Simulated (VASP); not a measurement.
Here is a VASP 6.6.1 calculation.

INCAR

```
SYSTEM = H2CO
PREC     = Accurate       ! precision mode
ENCUT    = 520            ! plane-wave cutoff, eV
EDIFF    = 1E-6           ! SCF threshold, eV
ISMEAR   = -1             ! smearing method
SIGMA    = 0.02           ! smearing width, eV
LREAL    = Auto         
LASPH    = .True.         ! aspherical terms in the spheres
NELM     = 60             ! most SCF steps
ALGO     = Normal         ! electronic algorithm
ISIF     = 2              ! what is computed and relaxed
LWAVE    = .False.        ! write WAVECAR
LCHARG   = .False.        ! write CHGCAR
GGA      = PE             ! functional
IVDW     = 12             ! dispersion correction
NBANDS   = 70             ! bands
```

KPOINTS

```
regular mesh
0
Gamma
  1 1 1
  0 0 0
```

File POSCAR:

```
H2CO
1.0
    7.8729940000      0.0000000000      0.0000000000
    0.0000000000      7.8729940000      0.0000000000
    0.0000000000      0.0000000000      7.8729940000
O C H
8 8 16
Direct
    0.2939288408      0.3990222779      0.3778994370
    0.7461710246      0.9557990264      0.2258226032
    0.3765022557      0.6015246550      0.8332027181
    0.0089546620      0.2874510002      0.6684877443
    0.5436686475      0.1597740326      0.7885691263
    0.9415096722      0.8560275799      0.7652870052
    0.9360606651      0.4362762121      0.1424108795
    0.3121938109      0.8202978435      0.3545411060
    0.3729838991      0.2686652625      0.4078753267
    0.7766676820      0.8015375091      0.2274357125
    0.3036074967      0.6652996306      0.7156870690
    0.0062111060      0.1817224807      0.5527757293
    0.6320086107      0.2178840731      0.8967363623
    0.7979683460      0.8670526105      0.7086249526
    1.0385502644      0.3619842718      0.0560523735
    0.3540076367      0.8220887759      0.2061350485
    0.4529026696      0.2118888951      0.3112411873
    0.3662139207      0.2123588561      0.5308145796
    0.6936497094      0.7065672856      0.2852663167
    0.8886835174      0.7399091121      0.1532834904
    0.2159661242      0.7655283365      0.7182528019
    0.3615143108      0.6467044177      0.5833358948
   -0.0748381111      0.2113427243      0.4512768586
    0.0673187354      0.0598501663      0.5394262970
    0.6492574489      0.1380288109      1.0106193400
    0.6762992579      0.3479362489      0.9122958813
    0.7043317955      0.7850126648      0.7664555568
    0.7594442470      0.9488512248      0.6012706221
    1.1442533806      0.4168934969     -0.0215673986
    1.0043701291      0.2353361377      0.0267623727
    0.4514927866      0.9013851655      0.1493332778
    0.3078371456      0.7248195540      0.1184809743
```

Potentials or basis: VASP PAW PBE potentials, release 64 (O, C, H).

The run is started by

```console
$ cat potpaw_PBE.64/O/POTCAR potpaw_PBE.64/C/POTCAR potpaw_PBE.64/H/POTCAR > POTCAR
$ mpirun -np 1 vasp_gam > vasp.out
```

Problem. Predict the largest force.

Solution. 4.266 eV/Å.

Problem. What does it give for the pressure?

Solution. 1.9 GPa.

Problem. Predict the dispersion energy per atom.

Solution. -0.036 eV.

Problem. Estimate the band gap on the k mesh.

Solution. 2.48 eV.

Forces in eV/Å, atoms in the order of the input:
```
O   -0.035  0.046 -0.226
O    0.352 -1.335  0.281
O    0.179 -0.945  2.163
O    0.666 -1.185 -0.030
O   -1.123 -0.476 -2.646
O    0.466  0.502 -0.150
O   -0.336  1.461  1.044
O   -0.072  0.792  0.463
C   -0.498  1.234 -0.550
C    1.156  0.739 -1.580
C    2.746 -0.085 -3.264
C   -0.498  1.746  1.338
C    0.056 -0.124  2.814
C    0.434 -0.476  0.249
C   -0.025  0.405 -1.337
C   -0.121 -1.276 -0.170
H    0.603 -0.551 -0.568
H    0.098 -0.816  1.263
H   -0.487 -0.203  0.564
H   -0.802  0.763  0.771
H   -1.975  1.196  0.607
H   -0.838 -0.280  0.537
H   -1.245  0.339 -1.977
H    1.017 -0.773  0.689
H    0.713 -0.132  0.460
H    0.348  0.800 -0.651
H   -1.139 -0.341  0.110
H    0.039  0.201 -0.129
H    0.058  0.261  0.665
H    0.295 -2.158 -0.387
H    0.472  1.029  0.070
H   -0.503 -0.360 -0.422
```

Caveat: the k points lie up to 0.80 Å⁻¹ apart; the atoms stand as in a frame of molecular dynamics.
